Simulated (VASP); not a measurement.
Runs of VASP 6.6.1 on GaN. It takes space group P6_3mc (No. 186, hexagonal). Conventional cell: a = 3.229 Å, b = 3.229 Å, c = 5.253 Å, α = 90.00°, β = 90.00°, γ = 120.00°. Within 2.6 Å of Ga (site symmetry 3m) lie 4 N at 1.97 to 1.98 Å. Within 2.6 Å of N (site symmetry 3m) lie 4 Ga at 1.97 to 1.98 Å. 

```csv
level,k mesh,smearing,gap on the mesh (eV),pressure (GPa),largest force (eV/Å)
r2SCAN,6 × 6 × 4,fermi-dirac 0.0122 eV,2.04,-6.6,0.11
r2SCAN,6 × 6 × 4,methfessel-paxton 0.001 eV,2.04,-6.6,0.11
r2SCAN,"6 × 6 × 4, shifted",fermi-dirac 0.0122 eV,3.05,-6.5,0.11
PBEsol,6 × 6 × 4,fermi-dirac 0.0122 eV,(a),-7.4,0.11
```

Alike in all rows: task single point; potentials or basis VASP PAW PBE potentials, release 64 (Ga_d, N); no spin polarisation; cell as given; cutoff (eV) 520.

Q: Fill in the values left out.

A: (a) 1.61.

Caveats: the cell stands under tension; the PAW data sets were made with another functional, which shifts forces and pressure a little; a shifted mesh leaves out Γ, where band edges can lie (at least some runs).

A k mesh can miss the band edges, and the runs leave out spin-orbit coupling on Ga.
